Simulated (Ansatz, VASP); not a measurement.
Two plane-wave programs on TaAl7N8

INCAR

```
SYSTEM = TaAl7N8
ALGO = Normal ; EDIFF = 1E-6
ENCUT = 520 ; GGA = PS
ISIF = 2 ; ISMEAR = 0
ISPIN = 2 ; LASPH = .True.
LCHARG = .True. ; LDAU = .True.
LDAUJ = 0 0 0 ; LDAUL = 2 -1 -1
LDAUPRINT = 1 ; LDAUTYPE = 2
LDAUU = 2 0 0 ; LELF = .True.
LMAXMIX = 4 ; LORBIT = 11
LREAL = Auto ; LVHAR = .True.
LWAVE = .False. ; MAGMOM = 0 0 0 0 0 0.01 0 0 0 0 0 0 -0.02 0.03 -0.02 0
NBANDS = 54 ; NELM = 150
PREC = Accurate ; SIGMA = 0.05
```

The input KPOINTS:

```
k-points
0
Gamma
  3 3 4
  0 0 0
```

The input POSCAR:

```
TaAl7N8
1.0
    6.2200009000      0.0000000000      0.0000000000
   -3.1100004000      5.3866788000      0.0000000000
    0.0000000000      0.0000000000      4.9800000000
Ta Al N
1 7 8
Direct
    0.3330903112      0.1664206200      0.9651824420
    0.3339891905      0.6668140602      0.0064893649
    0.8327069716      0.1654863856      0.0065039941
    0.8326607707      0.6668549016      0.0066238214
    0.1630942484      0.3364531099      0.4962215555
    0.1630579567      0.8260375870      0.4965067972
    0.6736226571      0.3365613990      0.4966037010
    0.6664875913      0.8330180303      0.5023796567
    0.3333535176      0.1663324130      0.4342792640
    0.3355446620      0.6675318520      0.3815086866
    0.8320094721      0.1639878084      0.3815237373
    0.8320272058      0.6675507999      0.3816338074
    0.1516853279      0.3478192094      0.8743607140
    0.1516839901      0.8036104704      0.8746884052
    0.6959129155      0.3478067664      0.8748041424
    0.6664080217      0.8330334660      0.8826825322
```

Input for Ansatz:

```yaml
crystal:
  lattice:
    - [6.2200009, 0.0, 0.0]
    - [-3.1100004, 5.3866788, 0.0]
    - [0.0, 0.0, 4.98]
  atoms:
    - { symbol: Ta, position: [0.3330903112, 0.16642062, 0.965182442], spin: 0.3 }
    - { symbol: Al, position: [0.3339891905, 0.6668140602, 0.0064893649] }
    - { symbol: Al, position: [0.8327069716, 0.1654863856, 0.0065039941] }
    - { symbol: Al, position: [0.8326607707, 0.6668549016, 0.0066238214] }
    - { symbol: Al, position: [0.1630942484, 0.3364531099, 0.4962215555] }
    - { symbol: Al, position: [0.1630579567, 0.826037587, 0.4965067972] }
    - { symbol: Al, position: [0.6736226571, 0.336561399, 0.496603701] }
    - { symbol: Al, position: [0.6664875913, 0.8330180303, 0.5023796567] }
    - { symbol: "N", position: [0.3333535176, 0.166332413, 0.434279264] }
    - { symbol: "N", position: [0.335544662, 0.667531852, 0.3815086866] }
    - { symbol: "N", position: [0.8320094721, 0.1639878084, 0.3815237373] }
    - { symbol: "N", position: [0.8320272058, 0.6675507999, 0.3816338074] }
    - { symbol: "N", position: [0.1516853279, 0.3478192094, 0.874360714] }
    - { symbol: "N", position: [0.1516839901, 0.8036104704, 0.8746884052] }
    - { symbol: "N", position: [0.6959129155, 0.3478067664, 0.8748041424] }
    - { symbol: "N", position: [0.6664080217, 0.833033466, 0.8826825322] }
basis:
  ecutwfc: 420
  ecutrho_ratio: 4
kpoints:
  mp_grid: { grid: [3, 3, 4] }
hamiltonian:
  xc: pbesol
  hubbard:
    sites:
      - { site: 0, l: d, u_eff: 2.0, starting_ns: [{ spin: up, occupation_matrix: s0up }, { spin: down, occupation_matrix: s0down }] }
    occupation_matrices:
      s0up:
        matrix:
          - [0.02, 0.0, 0.0, 0.0, 0.0]
          - [0.0, 0.02, 0.0, 0.0, 0.0]
          - [0.0, 0.0, 0.02, 0.0, 0.0]
          - [0.0, 0.0, 0.0, 0.97, 0.0]
          - [0.0, 0.0, 0.0, 0.0, 0.02]
      s0down:
        matrix:
          - [0.02, 0.0, 0.0, 0.0, 0.0]
          - [0.0, 0.97, 0.0, 0.0, 0.0]
          - [0.0, 0.0, 0.02, 0.0, 0.0]
          - [0.0, 0.0, 0.0, 0.02, 0.0]
          - [0.0, 0.0, 0.0, 0.0, 0.02]
    ns_hold: { iters: 5 }
scf:
  occupations: { method: gaussian, width: 0.05 }
  lower_state_search: "off"
  max_iter: 150
output:
  forces: true
  stress: true
  eigenvalues: true
  populations: true
  hubbard: { sites: [{ site: 0, l: d }] }
magnetization:
  spin_polarized: true
```

Alike in both runs: task single point; functional PBEsol; k mesh 3 × 3 × 4; occupations gaussian, width 0.05 eV; collinear spin; Hubbard terms Ta d U = 2.0 eV.

|  | VASP | Ansatz |
| --- | --- | --- |
| version | VASP 6.6.1 | Ansatz 0.2.0 |
| potentials or method | VASP PAW PBE potentials, release 64 (Ta_pv, Al, N), cutoff 520 eV | scalar-relativistic, plane waves, PAW |
| valence electrons in the cell | 72 | 74 |

|  | VASP | Ansatz | Ansatz less VASP |
| --- | --- | --- | --- |
| pressure (GPa) | 9.6 | 10.4 | +0.78 |
| traceless stress, the component that is largest in VASP (GPa) | -5.23 | -3.87 | +1.367 |
| rms of the force components (eV/Å) | 0.104 | 0.043 | -0.0612 |
| net moment per atom (μB) | 0.00 | 0.00 | 0.000 |
| size of the moment on the site where the two differ most (μB) | 0.00 | 0.03 | +0.032 |

VASP's potentials were made for PBE, not for PBEsol. Site moments also hang on the region over which each program counts them. The programs project onto different local orbitals, so the same U acts differently, and such runs can settle in different states. Atom by atom the forces differ by 0.086 eV/Å (rms over components). VASP's potentials hold 72 valence electrons a cell and Ansatz's 74, so a difference there can come from the potentials and not from the codes. Ansatz's warnings: seeded moment not kept, specified occupation not kept.

The k mesh is coarse, so the values compare programs but aren't converged. Neither program's run includes spin-orbit coupling.
